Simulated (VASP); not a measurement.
# PrBe3Si (C2/m) in VASP: single point with PBE

Aim: the single point of PrBe3Si with PBE.

Everything below comes from runs of VASP 6.6.1. Logs are shortened: lines on timing, memory, paths and dates and some standing lists are left out, and cuts for length are marked.

### 1 The cell of the first run

Symmetry: C2/m, No. 12, monoclinic system. Conventional cell: a = 5.744 Å, b = 6.277 Å, c = 5.381 Å, α = 90.00°, β = 122.18°, γ = 90.00°. Within 3.6 Å of Pr (site symmetry 2/m) lie 10 Be at 2.69 to 3.40 Å and 4 Si at 2.87 to 3.14 Å. Be (site symmetry 2) has 2 Be at 2.07 to 2.14 Å within 2.7 Å. Be (site symmetry 2/m) has 2 Be at 2.07 Å and 2 Si at 2.69 Å and 2 Pr at 2.69 Å within 2.7 Å. Si (site symmetry 2/m) has 10 Be at 2.69 to 3.39 Å and 4 Pr at 2.87 to 3.14 Å within 3.5 Å.

### 2 Single point, PBE

The input, INCAR:

```
SYSTEM = PrBe3Si
PREC     = Accurate       ! precision mode
ENCUT    = 600            ! plane-wave cutoff, eV
EDIFF    = 1E-6           ! SCF threshold, eV
ISMEAR   = 0              ! smearing method
SIGMA    = 0.2            ! smearing width, eV
LREAL    = .False.        ! projectors in reciprocal space
LASPH    = .True.         ! aspherical terms in the spheres
NELM     = 200            ! most SCF steps
ALGO     = Normal         ! electronic algorithm
ISIF     = 2              ! what is computed and relaxed
LWAVE    = .False.        ! write WAVECAR
LCHARG   = .False.        ! write CHGCAR
GGA      = PE             ! functional
NBANDS   = 20             ! bands
GGA_COMPAT= .False.      
LMAXMIX  = 6              ! l up to which the mixer works
```

The input, KPOINTS:

```
Automatic mesh
0
Gamma
  5 5 3
  0 0 0
```

The input, POSCAR:

```
PrBe3Si
1.0
    2.8245031822     -3.1383542939     -0.5212564304
    2.8245031822      3.1383542939     -0.5212564304
   -1.9915069120      0.0000000000      4.9986163352
Pr Be Si
1 3 1
Direct
    0.5000000000      0.5000000000      0.0000000000
    0.6706457895      0.3293542105      0.5000000000
    0.3293542105      0.6706457895      0.5000000000
    0.0000000000      0.0000000000      0.5000000000
    0.0000000000      0.0000000000      0.0000000000
```

Potentials or basis: VASP PAW PBE potentials, release 64 (Pr, Be, Si).

Command:

```console
$ cat potpaw_PBE.64/Pr/POTCAR potpaw_PBE.64/Be/POTCAR potpaw_PBE.64/Si/POTCAR > POTCAR
$ mpirun -np 1 vasp_std > vasp.out
```

OUTCAR:

```text
SYSTEM = PrBe3Si
   PREC = Accurate
   ENCUT = 600
   EDIFF = 1E-6
   ISMEAR = 0
   LREAL = .False.
   LASPH = .True.
   NELM = 200
   ISIF = 2
   GGA = PE

 ion  position               nearest neighbor table
   1  0.500  0.500  0.000-   4 2.69   4 2.69   5 2.87   5 2.87   2 2.90   3 2.90   2 2.90   3 2.90
                             5 3.14   5 3.14
   2  0.671  0.329  0.500-   4 2.07   3 2.14   1 2.90   1 2.90
   3  0.329  0.671  0.500-   4 2.07   2 2.14   1 2.90   1 2.90
   4  0.000  0.000  0.500-   2 2.07   3 2.07   5 2.69   5 2.69   1 2.69   1 2.69
   5  0.000  0.000  0.000-   4 2.69   4 2.69   1 2.87   1 2.87   1 3.14   1 3.14

  LATTYP: Found a base centered monoclinic cell.
 ALAT       =     5.7443977900
 B/A-ratio  =     1.0926660752
 C/A-ratio  =     0.9366919039
 COS(beta)  =    -0.5325674002

  Lattice vectors:

 A1 = (   2.8245031822,  -3.1383542939,  -0.5212564304)
 A2 = (   2.8245031822,   3.1383542939,  -0.5212564304)
 A3 = (  -1.9915069120,   0.0000000000,   4.9986163352)

Analysis of symmetry for initial positions (statically):
=====================================================================
 Subroutine PRICEL returns:
 Original cell was already a primitive cell.

 Routine SETGRP: Setting up the symmetry group for a
 base centered monoclinic supercell.

 Subroutine GETGRP returns: Found  4 space group operations
 (whereof  4 operations were pure point group operations)
 out of a pool of  4 trial point group operations.

The static configuration has the point symmetry C_2h.

Analysis of symmetry for dynamics (positions and initial velocities):
=====================================================================
 Subroutine PRICEL returns:
 Original cell was already a primitive cell.

 Routine SETGRP: Setting up the symmetry group for a
 base centered monoclinic supercell.

 Subroutine GETGRP returns: Found  4 space group operations
 (whereof  4 operations were pure point group operations)
 out of a pool of  4 trial point group operations.

The dynamic configuration has the point symmetry C_2h.

 Subroutine INISYM returns: Found  4 space group operations
 (whereof  4 operations are pure point group operations),
 and found     1 'primitive' translations

----------------------------------------------------------------------------------------

                                     Primitive cell

  volume of cell :      82.1026

  direct lattice vectors                    reciprocal lattice vectors
     2.824503182 -3.138354294 -0.521256430     0.191070981 -0.159319170  0.076124902
     2.824503182  3.138354294 -0.521256430     0.191070981  0.159319170  0.076124902
    -1.991506912  0.000000000  4.998616335     0.039849819  0.000000000  0.215931993

  length of vectors
     4.254267759  4.254267759  5.380730903     0.260164791  0.260164791  0.219578309

  position of ions in fractional coordinates (direct lattice)
     0.500000000  0.500000000  1.000000000
     0.670645789  0.329354210  0.500000000
     0.329354210  0.670645789  0.500000000
     0.000000000  0.000000000  0.500000000
     0.000000000  0.000000000  0.000000000

  ion indices of the primitive-cell ions
   primitive index   ion index
                 1           1
                 2           2
                 3           3
                 4           4
                 5           5

----------------------------------------------------------------------------------------

 KPOINTS: Automatic mesh

Automatic generation of k-mesh.
 Grid dimensions read from file:
 generate k-points for:    5    5    3

 Generating k-lattice:

  Cartesian coordinates                     Fractional coordinates (reciprocal lattice)
     0.038214196 -0.031863834  0.015224980     0.200000000 -0.000000000  0.000000000
     0.038214196  0.031863834  0.015224980    -0.000000000  0.200000000  0.000000000
     0.013283273  0.000000000  0.071977331     0.000000000  0.000000000  0.333333333

  Length of vectors
     0.052032958  0.052032958  0.073192770

  Shift w.r.t. Gamma in fractional coordinates (k-lattice)
     0.000000000  0.000000000  0.000000000

 Subroutine IBZKPT returns following result:
 ===========================================

 Found     24 irreducible k-points:

 Following reciprocal coordinates:
            Coordinates               Weight
  0.000000  0.000000  0.000000      1.000000
  0.200000  0.000000  0.000000      4.000000
  0.400000  0.000000  0.000000      4.000000
  0.200000  0.200000  0.000000      2.000000
  0.400000  0.200000  0.000000      4.000000
 -0.400000  0.200000  0.000000      4.000000
[... 16 lines left out ...]
 -0.200000 -0.400000  0.333333      4.000000
 -0.200000 -0.200000  0.333333      2.000000
   k-points           NKPTS =     24   k-points in BZ     NKDIM =     24   number of bands    NBANDS=     20
   number of dos      NEDOS =    301   number of ions     NIONS =      5
   total plane-waves  NPLWV =  62208
   dimension x,y,z NGX =    36 NGY =   36 NGZ =   48
   dimension x,y,z NGXF=    72 NGYF=   72 NGZF=   96
   ions per type =               1   3   1
   NGX,Y,Z   is equivalent  to a cutoff of  14.07, 14.07, 14.83 a.u.
   NGXF,Y,Z  is equivalent  to a cutoff of  28.14, 28.14, 29.66 a.u.
 SYSTEM =  PrBe3Si
   PREC   = accura    normal or accurate (medium, high low for compatibility)
   ISTART =      0    job   : 0-new  1-cont  2-samecut
   ICHARG =      2    charge: 1-file 2-atom 10-const
   ISPIN  =      1    spin polarized calculation?
   LNONCOLLINEAR =      F non collinear calculations
   LSORBIT =      F    spin-orbit coupling
   LASPH  =      T    aspherical Exc in radial PAW
   ENCUT  =  600.0 eV  44.10 Ry    6.64 a.u.   8.50  8.50 10.75*2*pi/ulx,y,z
   NELM   =    200;   NELMIN=  2; NELMDL= -5     # of ELM steps
   EDIFF  = 0.1E-05   stopping-criterion for ELM
   LREAL  =      F    real-space projection
   EDIFFG = 0.1E-04   stopping-criterion for IOM
   NSW    =      0    number of steps for IOM
   IBRION =     -1    ionic relax: 0-MD 1-quasi-New 2-CG
   NFREE  =      0    steps in history (QN), initial steepest desc. (CG)
   ISIF   =      2    stress and relaxation
   ISYM   =      2    0-nonsym 1-usesym 2-fastsym
   POTIM  = 0.5000    time-step for ionic-motion
   TEBEG  =    0.0;   TEEND  =   0.0 temperature during run
   PSTRESS=    0.0 pullay stress
   NELECT =      23.0000    total number of electrons
   NUPDOWN=      -1.0000    fix difference up-down
   EMIN   =  10.00;   EMAX   =-10.00  energy-range for DOS
   EFERMI =   0.00;   METHOD = LEGACY
   ISMEAR =     0;   SIGMA  =   0.20  broadening in eV -4-tet -1-fermi 0-gaus
   EFERMI_NEDOS =   21; number of points for ismear=-14 and -15
   IALGO  =     38    algorithm
   IMIX   =      4    mixing-type and parameters
     AMIX     =   0.40;   BMIX     =  1.00
     AMIX_MAG =   1.60;   BMIX_MAG =  1.00
  volume/ion in A,a.u.               =      16.42       110.81
  Fermi-wavevector in a.u.,A,eV,Ry     =   1.071187  2.024249 15.611876  1.147441
  Thomas-Fermi vector in A             =   2.206919
   LORBIT       =      0    0 simple, 1 ext, 2 COOP (PROOUT), +10 PAW based schemes
   GGA     = PE    functional components
   LHFCALC =     F    Hartree Fock is set to
   AEXX    =    0.0000 exact exchange contribution
   IVDW    =     0    specifies the selected vdW correction
   LEPSILON=     F    determine dielectric tensor
   LRPA    =     F    only Hartree local field effects (RPA)
 non-spin polarized calculation
 Gauss-broadening in eV      SIGMA  =   0.20
  energy-cutoff  :      600.00
  volume of cell :       82.10
 maximum number of plane-waves:      2766
 NGX is ok and might be reduce to    36
   NGX = 17   NGY = 17   NGZ = 21

 number of electron      23.0000000 magnetization

 Free energy of the ion-electron system (eV)
  ---------------------------------------------------
  ext. energy  EPLUGINS =         0.00000000
  ---------------------------------------------------
  free energy    TOTEN  =       -19.76643508 eV

  energy without entropy =      -19.49936336  energy(sigma->0) =      -19.63289922

 E-fermi :   5.3627     XC(G=0): -10.0415

 val. band max:        5.3404204104   @ k =  -0.2000  -0.0000   0.3333
 cond. band min:       5.3719207637   @ k =  -0.4000  -0.4000   0.3333
 fundamental gap:      0.0315003533
 Fermi energy:         5.3626880026

 k-point     1 :       0.0000    0.0000    0.0000
  band No.  band energies     occupation
      1     -29.9770      2.00000
      2     -12.1289      2.00000
      3     -12.0367      2.00000
      4     -11.9214      2.00000
      5      -3.1768      2.00000
      6       1.8104      2.00000
[... 12 lines left out ...]
     19       6.8133      0.00000
     20       7.1143      0.00000

 k-point     2 :       0.2000    0.0000    0.0000
  band No.  band energies     occupation
      1     -29.9736      2.00000
      2     -12.1314      2.00000
      3     -12.0945      2.00000
      4     -11.9442      2.00000
      5      -2.7386      2.00000
      6       1.3150      2.00000
[... 12 lines left out ...]
     19       6.5877      0.00000
     20       6.9765      0.00000

 k-point     3 :       0.4000    0.0000    0.0000
  band No.  band energies     occupation
      1     -29.9679      2.00000
      2     -12.2395      2.00000
      3     -12.1140      2.00000
      4     -11.9438      2.00000
      5      -1.7034      2.00000
      6       0.2797      2.00000
[... 12 lines left out ...]
     19       6.9954      0.00000
     20       7.9555      0.00000

 k-point     4 :       0.2000    0.2000    0.0000
  band No.  band energies     occupation
      1     -29.9700      2.00000
      2     -12.1492      2.00000
      3     -12.1081      2.00000
      4     -11.9971      2.00000
      5      -2.1468      2.00000
      6       0.6805      2.00000
[... 429 lines left out ...]
 k-point    23 :      -0.2000   -0.4000    0.3333
  band No.  band energies     occupation
      1     -29.9645      2.00000
      2     -12.2261      2.00000
      3     -12.1091      2.00000
      4     -12.0193      2.00000
      5      -1.7294      2.00000
      6       1.0221      2.00000
[... 12 lines left out ...]
     19       7.7632      0.00000
     20       8.2587      0.00000

 k-point    24 :      -0.2000   -0.2000    0.3333
  band No.  band energies     occupation
      1     -29.9699      2.00000
      2     -12.1390      2.00000
      3     -12.1232      2.00000
      4     -11.9978      2.00000
      5      -2.2687      2.00000
      6       1.0274      2.00000
[... 12 lines left out ...]
     19       7.7193      0.00000
     20       7.8756      0.00000

------------------------ aborting loop because EDIFF is reached ----------------------------------------

  FORCE on cell =-STRESS in cart. coord.  units (eV):
  Direction    XX          YY          ZZ          XY          YZ          ZX
  --------------------------------------------------------------------------------------
  -------------------------------------------------------------------------------------
  Total       -2.2091097     -2.6515286     -1.7109348      0.0000000      0.0000000     -0.8401679
  in kB      -43.1092855    -51.7427917    -33.3877393      0.0000000      0.0000000    -16.3953089
  external PRESSURE =     -42.7466055 kB  Pullay stress =       0.0000000 kB

 VOLUME and BASIS-vectors are now :
 -----------------------------------------------------------------------------
  energy-cutoff  :      600.00
  volume of cell :       82.10
      direct lattice vectors                 reciprocal lattice vectors
     2.824503182 -3.138354294 -0.521256430     0.191070981 -0.159319170  0.076124902
     2.824503182  3.138354294 -0.521256430     0.191070981  0.159319170  0.076124902
    -1.991506912  0.000000000  4.998616335     0.039849819  0.000000000  0.215931993

 POSITION                                       TOTAL-FORCE (eV/Angst)
 -----------------------------------------------------------------------------------
      2.82450      0.00000     -0.52126         0.000000      0.000000     -0.000000
      1.82875     -1.07109      1.97805        -0.000000      0.014947      0.000000
      1.82875      1.07109      1.97805         0.000000     -0.014947     -0.000000
     -0.99575      0.00000      2.49931         0.000000      0.000000     -0.000000
      0.00000      0.00000      0.00000         0.000000      0.000000     -0.000000
 -----------------------------------------------------------------------------------
    total drift:                                0.000000      0.000000     -0.000000

  FREE ENERGIE OF THE ION-ELECTRON SYSTEM (eV)
  ---------------------------------------------------
  free  energy   TOTEN  =       -19.7664350771 eV

  energy  without entropy=      -19.4993633612  energy(sigma->0) =      -19.63289922
```

It took 3 min on 1 thread of Intel Xeon 8259CL, shared host; peak memory 0.27 GiB.

What came out:

| Property | Result |
| --- | --- |
| Free energy | -19.7664 eV |
| Pressure | -4.3 GPa |
| Largest force | 0.015 eV/Å |

Forces in eV/Å, atoms in the order of the input:
```
Pr   0.000  0.000  0.000
Be   0.000  0.015  0.000
Be   0.000 -0.015  0.000
Be   0.000  0.000  0.000
Si   0.000  0.000  0.000
```

Stress tensor (GPa, compression positive):
```
-4.31  0.00 -1.64
 0.00 -5.17  0.00
-1.64  0.00 -3.34
```

Caveat: the k points lie up to 0.46 Å⁻¹ apart; spin-orbit coupling is left out, which moves the levels of the heavy elements; without U or exact exchange the open f shell lies at the Fermi level, which spoils levels, moments and volumes. Spin polarisation is off, so any magnetic state and its effect on volume and gap are missing.
